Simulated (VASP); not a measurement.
# TiO2 (P4_2/mnm) in VASP: relaxation of cell and atoms with PBE

Aim: the relaxation of cell and atoms of TiO2 with PBE.

All numbers are computed with VASP 6.6.1; they aren't measurements. Logs are shortened: lines on timing, memory, paths and dates and some standing lists are left out, and cuts for length are marked.

## 1. The cell of the first run

The structure is tetragonal, space group P4_2/mnm (No. 136). Conventional cell: a = 4.673 Å, b = 4.673 Å, c = 2.983 Å, α = 90.00°, β = 90.00°, γ = 90.00°. Ti (site symmetry mmm) has 6 O at 1.97 to 2.02 Å within 2.6 Å. O (site symmetry m2m) has 3 Ti at 1.97 to 2.02 Å and 1 O at 2.58 Å within 2.6 Å.

## 2. Relaxation of cell and atoms, PBE, target pressure -2 GPa, at which the enthalpy is minimised

File INCAR:

```
SYSTEM = TiO2
PREC = Accurate
ENCUT = 600
EDIFF = 1E-7
ISMEAR = 0
SIGMA = 0.02
LREAL = .FALSE.
LASPH = .TRUE.
NELM = 60
ALGO = Normal
ISIF = 3
LWAVE = .FALSE.
LCHARG = .FALSE.
GGA = PE
IBRION = 2
NSW = 70
EDIFFG = -0.008
PSTRESS = -20.0
```

File KPOINTS:

```
regular mesh
0
G
  6 6 10
  0 0 0
```

File POSCAR:

```
TiO2
1.0
    4.6733126670      0.0000000000      0.0000000000
    0.0000000000      4.6733126670      0.0000000000
    0.0000000000      0.0000000000      2.9830144800
Ti O
2 4
Direct
    0.5000000000      0.5000000000      0.0000000000
    0.0000000000      0.0000000000      0.5000000000
    0.6948714786      0.6948714786      0.5000000000
    0.8051285214      0.1948714786      0.0000000000
    0.1948714786      0.8051285214      0.0000000000
    0.3051285214      0.3051285214      0.5000000000
```

Potentials or basis: VASP PAW PBE potentials, release 64 (Ti_sv, O).

Started as:

```sh
> cat potpaw_PBE.64/Ti_sv/POTCAR potpaw_PBE.64/O/POTCAR > POTCAR
> mpirun -np 1 vasp_std > vasp.out
```

OUTCAR:

```text
SYSTEM = TiO2
   PREC = Accurate
   ENCUT = 600
   EDIFF = 1E-7
   ISMEAR = 0
   LREAL = .FALSE.
   LASPH = .TRUE.
   NELM = 60
   ISIF = 3
   GGA = PE
   IBRION = 2
   NSW = 70
   EDIFFG = -0.008
   PSTRESS = -20.0

 ion  position               nearest neighbor table
   1  0.500  0.500  0.000-   3 1.97   6 1.97   3 1.97   6 1.97   5 2.02   4 2.02
   2  0.000  0.000  0.500-   4 1.97   5 1.97   4 1.97   5 1.97   3 2.02   6 2.02
   3  0.695  0.695  0.500-   1 1.97   1 1.97   2 2.02
   4  0.805  0.195  0.000-   2 1.97   2 1.97   1 2.02
   5  0.195  0.805  0.000-   2 1.97   2 1.97   1 2.02
   6  0.305  0.305  0.500-   1 1.97   1 1.97   2 2.02

  LATTYP: Found a simple tetragonal cell.
 ALAT       =     4.6733126670
 C/A-ratio  =     0.6383083463

  Lattice vectors:

 A1 = (   4.6733126670,   0.0000000000,   0.0000000000)
 A2 = (   0.0000000000,   4.6733126670,   0.0000000000)
 A3 = (   0.0000000000,   0.0000000000,   2.9830144800)

Analysis of symmetry for initial positions (statically):
=====================================================================
 Subroutine PRICEL returns:
 Original cell was already a primitive cell.

 Routine SETGRP: Setting up the symmetry group for a
 simple tetragonal supercell.

 Subroutine GETGRP returns: Found 16 space group operations
 (whereof  8 operations were pure point group operations)
 out of a pool of 16 trial point group operations.

The static configuration has the point symmetry D_2h.
 The point group associated with its full space group is D_4h.

Analysis of symmetry for dynamics (positions and initial velocities):
=====================================================================
 Subroutine PRICEL returns:
 Original cell was already a primitive cell.

 Routine SETGRP: Setting up the symmetry group for a
 simple tetragonal supercell.

 Subroutine GETGRP returns: Found 16 space group operations
 (whereof  8 operations were pure point group operations)
 out of a pool of 16 trial point group operations.

The dynamic configuration has the point symmetry D_2h.
 The point group associated with its full space group is D_4h.

 Subroutine INISYM returns: Found 16 space group operations
 (whereof  8 operations are pure point group operations),
 and found     1 'primitive' translations

----------------------------------------------------------------------------------------

                                     Primitive cell

  volume of cell :      65.1486

  direct lattice vectors                    reciprocal lattice vectors
     4.673312667  0.000000000  0.000000000     0.213980975  0.000000000  0.000000000
     0.000000000  4.673312667  0.000000000     0.000000000  0.213980975  0.000000000
     0.000000000  0.000000000  2.983014480     0.000000000  0.000000000  0.335231360

  length of vectors
     4.673312667  4.673312667  2.983014480     0.213980975  0.213980975  0.335231360

  position of ions in fractional coordinates (direct lattice)
     0.500000000  0.500000000  0.000000000
     0.000000000  0.000000000  0.500000000
     0.694871479  0.694871479  0.500000000
     0.805128521  0.194871479  0.000000000
     0.194871479  0.805128521  0.000000000
     0.305128521  0.305128521  0.500000000

  ion indices of the primitive-cell ions
   primitive index   ion index
                 1           1
                 2           2
                 3           3
                 4           4
                 5           5
                 6           6

----------------------------------------------------------------------------------------

 KPOINTS: regular mesh

Automatic generation of k-mesh.
 Grid dimensions read from file:
 generate k-points for:    6    6   10

 Generating k-lattice:

  Cartesian coordinates                     Fractional coordinates (reciprocal lattice)
     0.035663496  0.000000000  0.000000000     0.166666667  0.000000000  0.000000000
     0.000000000  0.035663496  0.000000000     0.000000000  0.166666667  0.000000000
     0.000000000  0.000000000  0.033523136     0.000000000  0.000000000  0.100000000

  Length of vectors
     0.035663496  0.035663496  0.033523136

  Shift w.r.t. Gamma in fractional coordinates (k-lattice)
     0.000000000  0.000000000  0.000000000

 Subroutine IBZKPT returns following result:
 ===========================================

 Found     60 irreducible k-points:

 Following reciprocal coordinates:
            Coordinates               Weight
  0.000000  0.000000  0.000000      1.000000
  0.166667  0.000000  0.000000      4.000000
  0.333333  0.000000  0.000000      4.000000
  0.500000  0.000000  0.000000      2.000000
  0.166667  0.166667  0.000000      4.000000
  0.333333  0.166667  0.000000      8.000000
[... 16 lines left out ...]
  0.333333  0.000000  0.200000      8.000000
  0.500000  0.000000  0.200000      4.000000
 [... further k-points ...]
   k-points           NKPTS =     60   k-points in BZ     NKDIM =     60   number of bands    NBANDS=     28
   number of dos      NEDOS =    301   number of ions     NIONS =      6
   total plane-waves  NPLWV =  38400
   dimension x,y,z NGX =    40 NGY =   40 NGZ =   24
   dimension x,y,z NGXF=    80 NGYF=   80 NGZF=   48
   ions per type =               2   4
   NGX,Y,Z   is equivalent  to a cutoff of  14.23, 14.23, 13.38 a.u.
   NGXF,Y,Z  is equivalent  to a cutoff of  28.46, 28.46, 26.75 a.u.
 SYSTEM =  TiO2
   PREC   = accura    normal or accurate (medium, high low for compatibility)
   ISTART =      0    job   : 0-new  1-cont  2-samecut
   ICHARG =      2    charge: 1-file 2-atom 10-const
   ISPIN  =      1    spin polarized calculation?
   LNONCOLLINEAR =      F non collinear calculations
   LSORBIT =      F    spin-orbit coupling
   LASPH  =      T    aspherical Exc in radial PAW
   ENCUT  =  600.0 eV  44.10 Ry    6.64 a.u.   9.33  9.33  5.96*2*pi/ulx,y,z
   NELM   =     60;   NELMIN=  2; NELMDL= -5     # of ELM steps
   EDIFF  = 0.1E-06   stopping-criterion for ELM
   LREAL  =      F    real-space projection
   EDIFFG = -.8E-02   stopping-criterion for IOM
   NSW    =     70    number of steps for IOM
   IBRION =      2    ionic relax: 0-MD 1-quasi-New 2-CG
   NFREE  =      1    steps in history (QN), initial steepest desc. (CG)
   ISIF   =      3    stress and relaxation
   ISYM   =      2    0-nonsym 1-usesym 2-fastsym
   POTIM  = 0.5000    time-step for ionic-motion
   TEBEG  =    0.0;   TEEND  =   0.0 temperature during run
   PSTRESS=  -20.0 pullay stress
   NELECT =      48.0000    total number of electrons
   NUPDOWN=      -1.0000    fix difference up-down
   EMIN   =  10.00;   EMAX   =-10.00  energy-range for DOS
   EFERMI =   0.00;   METHOD = LEGACY
   ISMEAR =     0;   SIGMA  =   0.02  broadening in eV -4-tet -1-fermi 0-gaus
   EFERMI_NEDOS =   21; number of points for ismear=-14 and -15
   IALGO  =     38    algorithm
   IMIX   =      4    mixing-type and parameters
     AMIX     =   0.40;   BMIX     =  1.00
     AMIX_MAG =   1.60;   BMIX_MAG =  1.00
  volume/ion in A,a.u.               =      10.86        73.27
  Fermi-wavevector in a.u.,A,eV,Ry     =   1.478610  2.794167 29.746237  2.186287
  Thomas-Fermi vector in A             =   2.592870
   LORBIT       =      0    0 simple, 1 ext, 2 COOP (PROOUT), +10 PAW based schemes
   GGA     = PE    functional components
   LHFCALC =     F    Hartree Fock is set to
   AEXX    =    0.0000 exact exchange contribution
   IVDW    =     0    specifies the selected vdW correction
   LEPSILON=     F    determine dielectric tensor
   LRPA    =     F    only Hartree local field effects (RPA)
 conjugate gradient relaxation of ions
 non-spin polarized calculation
 Gauss-broadening in eV      SIGMA  =   0.02
  energy-cutoff  :      600.00
  volume of cell :       65.15
 maximum number of plane-waves:      2208
 NGX is ok and might be reduce to    40
   NGX = 19   NGY = 19   NGZ = 11

--------------------------------------- Ionic step        1  -------------------------------------------

 number of electron      47.9999980 magnetization

 Free energy of the ion-electron system (eV)
  ---------------------------------------------------
  ext. energy  EPLUGINS =         0.00000000
  ---------------------------------------------------
  free energy    TOTEN  =       -53.67466523 eV

  energy without entropy =      -53.67466523  energy(sigma->0) =      -53.67466523

------------------------ aborting loop because EDIFF is reached ----------------------------------------

  FORCE on cell =-STRESS in cart. coord.  units (eV):
  Direction    XX          YY          ZZ          XY          YZ          ZX
  --------------------------------------------------------------------------------------
  -------------------------------------------------------------------------------------
  Total       -1.4158464     -1.4158464     -1.7812532     -0.0000000      0.0000000      0.0000000
  in kB      -34.8194332    -34.8194332    -43.8057572     -0.0000000      0.0000000      0.0000000
  external PRESSURE =     -17.8148745 kB  Pullay stress =     -20.0000000 kB
[... 69 lines left out ...]
  enthalpy is  TOTEN    =       -54.4862572566 eV   P V=       -0.7991207019

--------------------------------------- Ionic step        3  -------------------------------------------

 number of electron      47.9999978 magnetization

 Free energy of the ion-electron system (eV)
  ---------------------------------------------------
  ext. energy  EPLUGINS =         0.00000000
  ---------------------------------------------------
  free energy    TOTEN  =       -53.68436846 eV

  energy without entropy =      -53.68436846  energy(sigma->0) =      -53.68436846

 E-fermi :   4.6254     XC(G=0): -11.2232

 val. band max:        4.4507408108   @ k =   0.0000   0.0000   0.0000
 cond. band min:       6.2705334599   @ k =   0.0000   0.0000   0.0000
 fundamental gap:      1.8197926491
 Fermi energy:         4.6254055110

 k-point     1 :       0.0000    0.0000    0.0000
  band No.  band energies     occupation
      1     -52.5360      2.00000
      2     -52.5221      2.00000
      3     -28.8132      2.00000
      4     -28.8132      2.00000
      5     -28.6704      2.00000
      6     -28.6704      2.00000
[... 733 lines left out ...]
     27       7.4884      0.00000
     28       7.4884      0.00000

 [... further k-points ...]

------------------------ aborting loop because EDIFF is reached ----------------------------------------

  FORCE on cell =-STRESS in cart. coord.  units (eV):
  Direction    XX          YY          ZZ          XY          YZ          ZX
  --------------------------------------------------------------------------------------
  -------------------------------------------------------------------------------------
  Total       -0.7889429     -0.7889429     -0.8246931     -0.0000000      0.0000000      0.0000000
  in kB      -19.5563129    -19.5563129    -20.4424908     -0.0000000      0.0000000      0.0000000
  external PRESSURE =       0.1482945 kB  Pullay stress =     -20.0000000 kB
[... 21 lines left out ...]
  FREE ENERGIE OF THE ION-ELECTRON SYSTEM (eV)
  ---------------------------------------------------
  free  energy   TOTEN  =       -53.6843684650 eV

  energy  without entropy=      -53.6843684650  energy(sigma->0) =      -53.68436846

  enthalpy is  TOTEN    =       -54.4912105996 eV   P V=       -0.8068421347

 reached required accuracy - stopping structural energy minimisation
```

It took 5.8 min on 1 thread of Intel Xeon Platinum 8259CL at 2.50GHz (Skylake/Cascade Lake), shared host; peak memory 0.26 GiB.

What came out:

* Free energy: -53.6844 eV
* Relaxed volume: 10.77 Å³/atom
* Relaxed cell: a = 4.663 Å, b = 4.663 Å, c = 2.973 Å, α = 90.00°, β = 90.00°, γ = 90.00°
* Space group after relaxing (to 0.1 Å): P4_2/mnm (No. 136)
* Energy change on relaxing (the run minimises the enthalpy): -1.6 meV/atom
* Ionic steps: 3
* Pressure after relaxing: -2.0 GPa
* Largest force after relaxing: 0.004 eV/Å
* Band gap on the k mesh: 1.82 eV

Forces on the atoms (eV/Å):
```
Ti   0.000  0.000  0.000
Ti   0.000  0.000  0.000
O   -0.003 -0.003  0.000
O    0.003 -0.003  0.000
O   -0.003  0.003  0.000
O    0.003  0.003  0.000
```

Stress tensor (GPa, compression positive):
```
-1.96  0.00  0.00
 0.00 -1.96  0.00
 0.00  0.00 -2.04
```

The path:
| step | energy change (eV) | largest force (eV/Å) | pressure (GPa) | volume (Å³) |
| --- | --- | --- | --- | --- |
| 1 | 0.0000 | 0.0720 | -3.78 | 65.15 |
| 2 | -0.0125 | 0.0839 | 0.32 | 64.02 |
| 3 | -0.0097 | 0.0039 | -1.99 | 64.64 |

Final structure:
```
Ti O
1.0
     4.66307    0.00000    0.00000
     0.00000    4.66307    0.00000
     0.00000    0.00000    2.97252
Ti O
2 4
Direct
  0.50000 0.50000 0.00000
  0.00000 0.00000 0.50000
  0.69464 0.69464 0.50000
  0.80536 0.19464 0.00000
  0.19464 0.80536 0.00000
  0.30536 0.30536 0.50000
```

Caveat: the cell is relaxed towards a set pressure, so the run minimises the enthalpy, not the energy. A k mesh can miss the band edges.
